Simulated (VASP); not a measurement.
Write the native input for VASP 6.6.1 that does the following.

```
Task                   : single point
Functional             : PBEsol
Potentials or basis    : VASP PAW PBE potentials, release 64 (Au)
Cutoff                 : 500 eV
k mesh                 : 10 × 10 × 10
Occupations            : gaussian, width 0.1 eV
Spin                   : no spin polarisation
Dipole correction      : no
Further INCAR settings : ALGO = Normal; EDIFF = 1e-06; NBANDS = 12
```

The structure of Au lies in POSCAR:

```
Au
1.0
    0.0000000000      2.0433677510      2.0433677510
    2.0433677510      0.0000000000      2.0433677510
    2.0433677510      2.0433677510      0.0000000000
Au
1
Direct
    0.0000000000      0.0000000000      0.0000000000
```

These files were run (other wordings do the same):

INCAR

```
SYSTEM = Au
ALGO = Normal
EDIFF = 1E-6
ENCUT = 500
GGA = PS
GGA_COMPAT = .FALSE.
ISIF = 2
ISMEAR = 0
LASPH = .TRUE.
LCHARG = .FALSE.
LREAL = .FALSE.
LWAVE = .FALSE.
NBANDS = 12
NELM = 120
PREC = Accurate
SIGMA = 0.1
```

KPOINTS

```
k-points
0
G
  10 10 10
  0 0 0
```

Potentials or basis: VASP PAW PBE potentials, release 64 (Au).

Launch:

```bash
$ cat potpaw_PBE.64/Au/POTCAR > POTCAR
$ mpirun -np 1 vasp_std > vasp.out
```

Results of the run:

The pressure is -0.3 GPa.

Caveat: the PAW data sets were made with another functional, which shifts forces and pressure a little.

Run time: 6.4 s on 1 thread of Intel(R) Xeon(R) 6975P-C (Granite Rapids), on a shared host, peak memory 0.14 GiB.
